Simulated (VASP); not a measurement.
# C (P6_3/mmc) in VASP: settings compared, part 2 of 2

VASP 6.6.1. The steps go on from the part before.

## (3) Single point, LDA

INCAR reads:

```
SYSTEM = C
PREC = Accurate ; ENCUT = 520
EDIFF = 1E-6 ; ISMEAR = -1
SIGMA = 0.05 ; LREAL = .False.
LASPH = .True. ; NELM = 60
ALGO = Normal ; ISIF = 2
LWAVE = .False. ; LCHARG = .False.
GGA = CA ; NBANDS = 36
```

KPOINTS reads:

```
regular mesh
0
Gamma
  12 12 3
  0 0 0
```

POSCAR reads:

```
C
1.0
    2.4880133891      0.0000000000      0.0000000000
   -1.2440066945      2.1546827999      0.0000000000
    0.0000000000      0.0000000000     12.1887106107
C
12
Direct
    0.6666666667      0.3333333333      0.3541700000
    0.3333333333      0.6666666667      0.8541700000
    0.6666666667      0.3333333333      0.1458300000
    0.3333333333      0.6666666667      0.6458300000
    0.6666666667      0.3333333333      0.4791700000
    0.3333333333      0.6666666667      0.9791700000
    0.6666666667      0.3333333333      0.0208300000
    0.3333333333      0.6666666667      0.5208300000
    0.0000000000      0.0000000000      0.8125000000
    0.0000000000      0.0000000000      0.3125000000
    0.0000000000      0.0000000000      0.6875000000
    0.0000000000      0.0000000000      0.1875000000
```

Potentials or basis: VASP PAW LDA potentials, release 64 (C).

On the command line:

```console
> cat potpaw_LDA.64/C/POTCAR > POTCAR
> mpirun -np 1 vasp_std > vasp.out
```

OUTCAR:

```text
SYSTEM = C
   PREC = Accurate
   ENCUT = 520
   EDIFF = 1E-6
   ISMEAR = -1
   LREAL = .False.
   LASPH = .True.
   NELM = 60
   ISIF = 2
   GGA = CA

 ion  position               nearest neighbor table
   1  0.667  0.333  0.354-   5 1.52  10 1.52  10 1.52  10 1.52
   2  0.333  0.667  0.854-   6 1.52   9 1.52   9 1.52   9 1.52
   3  0.667  0.333  0.146-   7 1.52  12 1.52  12 1.52  12 1.52
   4  0.333  0.667  0.646-   8 1.52  11 1.52  11 1.52  11 1.52
   5  0.667  0.333  0.479-   8 1.52   8 1.52   8 1.52   1 1.52
   6  0.333  0.667  0.979-   7 1.52   7 1.52   7 1.52   2 1.52
   7  0.667  0.333  0.021-   6 1.52   6 1.52   6 1.52   3 1.52
   8  0.333  0.667  0.521-   5 1.52   5 1.52   5 1.52   4 1.52
   9  0.000  0.000  0.812-  11 1.52   2 1.52   2 1.52   2 1.52
  10  0.000  0.000  0.312-  12 1.52   1 1.52   1 1.52   1 1.52
  11  0.000  0.000  0.688-   9 1.52   4 1.52   4 1.52   4 1.52
  12  0.000  0.000  0.188-  10 1.52   3 1.52   3 1.52   3 1.52

  LATTYP: Found a hexagonal cell.
 ALAT       =     2.4880133891
 C/A-ratio  =     4.8989730779

  Lattice vectors:

 A1 = (   2.4880133891,   0.0000000000,   0.0000000000)
 A2 = (  -1.2440066945,   2.1546827999,   0.0000000000)
 A3 = (   0.0000000000,   0.0000000000,  12.1887106107)

Analysis of symmetry for initial positions (statically):
=====================================================================
 Subroutine PRICEL returns:
 Original cell was already a primitive cell.

 Routine SETGRP: Setting up the symmetry group for a
 hexagonal supercell.

 Subroutine GETGRP returns: Found 24 space group operations
 (whereof 12 operations were pure point group operations)
 out of a pool of 24 trial point group operations.

The static configuration has the point symmetry D_3d.
 The point group associated with its full space group is D_6h.

[... 154 lines left out ...]
  volume/ion in A,a.u.               =       5.45        36.75
  Fermi-wavevector in a.u.,A,eV,Ry     =   1.477148  2.791405 29.687447  2.181966
  Thomas-Fermi vector in A             =   2.591588
   LORBIT       =      0    0 simple, 1 ext, 2 COOP (PROOUT), +10 PAW based schemes
   GGA     = CA    functional components
   LHFCALC =     F    Hartree Fock is set to
   AEXX    =    0.0000 exact exchange contribution
   IVDW    =     0    specifies the selected vdW correction
   LEPSILON=     F    determine dielectric tensor
   LRPA    =     F    only Hartree local field effects (RPA)
 non-spin polarized calculation
  energy-cutoff  :      520.00
  volume of cell :       65.34
 maximum number of plane-waves:      1788
 NGX is ok and might be reduce to    20
   NGX =  9   NGY =  9   NGZ = 45

 number of electron      48.0000001 magnetization

 Free energy of the ion-electron system (eV)
  ---------------------------------------------------
  ext. energy  EPLUGINS =         0.00000000
  ---------------------------------------------------
  free energy    TOTEN  =      -121.35748495 eV

  energy without entropy =     -121.35748495  energy(sigma->0) =     -121.35748495

 E-fermi :  11.4441     XC(G=0): -13.6959

 val. band max:       10.4283965032   @ k =   0.0000   0.0000   0.0000
 cond. band min:      14.8927172307   @ k =   0.4167  -0.0000   0.0000
 fundamental gap:      4.4643207275
 Fermi energy:        11.4441158233

 k-point     1 :       0.0000    0.0000    0.0000
  band No.  band energies     occupation
      1     -11.5489      2.00000
      2     -10.7833      2.00000
      3     -10.7368      2.00000
      4      -8.4487      2.00000
      5      -8.4248      2.00000
      6      -5.4454      2.00000
[... 925 lines left out ...]
     35      19.9312      0.00000
     36      20.6072      0.00000

 [... further k-points ...]
[... 5 lines left out ...]
  --------------------------------------------------------------------------------------
  -------------------------------------------------------------------------------------
  Total        1.7837442      1.7837442      5.5513960      0.0000000      0.0000000      0.0000000
  in kB       43.7370349     43.7370349    136.1190682      0.0000000      0.0000000      0.0000000
  external PRESSURE =      74.5310460 kB  Pullay stress =       0.0000000 kB

 VOLUME and BASIS-vectors are now :
 -----------------------------------------------------------------------------
  energy-cutoff  :      520.00
  volume of cell :       65.34
      direct lattice vectors                 reciprocal lattice vectors
     2.488013389  0.000000000  0.000000000     0.401927097  0.232052718  0.000000000
    -1.244006694  2.154682800  0.000000000     0.000000000  0.464105436  0.000000000
     0.000000000  0.000000000 12.188710611     0.000000000  0.000000000  0.082043133

 POSITION                                       TOTAL-FORCE (eV/Angst)
 -----------------------------------------------------------------------------------
      1.24401      0.71823      4.31688        -0.000000      0.000000      0.339865
     -0.00000      1.43646     10.41123         0.000000      0.000000      0.339865
      1.24401      0.71823      1.77748         0.000000     -0.000000     -0.339865
     -0.00000      1.43646      7.87183         0.000000     -0.000000     -0.339865
      1.24401      0.71823      5.84046        -0.000000     -0.000000     -0.028339
     -0.00000      1.43646     11.93482         0.000000     -0.000000     -0.028339
      1.24401      0.71823      0.25389        -0.000000      0.000000      0.028339
     -0.00000      1.43646      6.34825         0.000000     -0.000000      0.028339
      0.00000      0.00000      9.90333         0.000000      0.000000      0.363119
      0.00000      0.00000      3.80897         0.000000     -0.000000      0.363119
      0.00000      0.00000      8.37974        -0.000000      0.000000     -0.363119
      0.00000      0.00000      2.28538        -0.000000      0.000000     -0.363119
 -----------------------------------------------------------------------------------
    total drift:                               -0.000000      0.000000      0.000000

  FREE ENERGIE OF THE ION-ELECTRON SYSTEM (eV)
  ---------------------------------------------------
  free  energy   TOTEN  =      -121.3574849501 eV

  energy  without entropy=     -121.3574849501  energy(sigma->0) =     -121.35748495
```

OSZICAR:

```text
N       E                     dE             d eps       ncg     rms          rms(c)
DAV:   1     0.115320557625E+03    0.11532E+03   -0.25502E+04  2736   0.131E+03
DAV:   2    -0.117483979244E+03   -0.23280E+03   -0.21974E+03  3576   0.257E+02
DAV:   3    -0.126618182456E+03   -0.91342E+01   -0.90659E+01  3620   0.463E+01
DAV:   4    -0.126724463871E+03   -0.10628E+00   -0.10601E+00  3568   0.550E+00
DAV:   5    -0.126726825976E+03   -0.23621E-02   -0.23606E-02  3516   0.724E-01    0.147E+01
DAV:   6    -0.122741101991E+03    0.39857E+01   -0.27540E+00  3184   0.765E+00    0.852E+00
DAV:   7    -0.121364170314E+03    0.13769E+01   -0.33896E+00  3236   0.863E+00    0.178E+00
DAV:   8    -0.121357603200E+03    0.65671E-02   -0.99083E-02  3428   0.151E+00    0.959E-02
DAV:   9    -0.121357470172E+03    0.13303E-03   -0.11461E-03  3464   0.185E-01    0.344E-02
DAV:  10    -0.121357486214E+03   -0.16042E-04   -0.47734E-05  3412   0.378E-02    0.851E-03
DAV:  11    -0.121357485004E+03    0.12094E-05   -0.51440E-06  3480   0.125E-02    0.262E-03
DAV:  12    -0.121357484950E+03    0.54308E-07   -0.49229E-07  2480   0.405E-03
   1 F= -.12135748E+03 E0= -.12135748E+03  d E =-.168510E-10
```

stdout:

```text
POSCAR found type information on POSCAR C
 POSCAR found :  1 types and      12 ions
 scaLAPACK will be used
 LDA part: xc-table for (Slater(with rela. corr.)+CA(PZ))
 , standard interpolation
 POSCAR, INCAR and KPOINTS ok, starting setup
 FFT: planning ... GRIDC
 FFT: planning ... GRID_SOFT
 FFT: planning ... GRID
 WAVECAR not read
 entering main loop
```

Run time: 35 s. Hardware: 1 thread of AMD EPYC 9R45 (Zen 5), shared host; peak memory 0.15 GiB.

Results:

- Free energy: -121.3575 eV
- Pressure: 7.5 GPa
- Largest force: 0.363 eV/Å
- Band gap on the k mesh: 4.46 eV (least direct gap 5.35 eV)

Forces in eV/Å, atoms in the order of the input:
```
C    0.000  0.000  0.340
C    0.000  0.000  0.340
C    0.000  0.000 -0.340
C    0.000  0.000 -0.340
C    0.000  0.000 -0.028
C    0.000  0.000 -0.028
C    0.000  0.000  0.028
C    0.000  0.000  0.028
C    0.000  0.000  0.363
C    0.000  0.000  0.363
C    0.000  0.000 -0.363
C    0.000  0.000 -0.363
```

Caveat: the cell stands under pressure; an odd mesh through Γ misses points on the zone boundary, where band edges can lie.
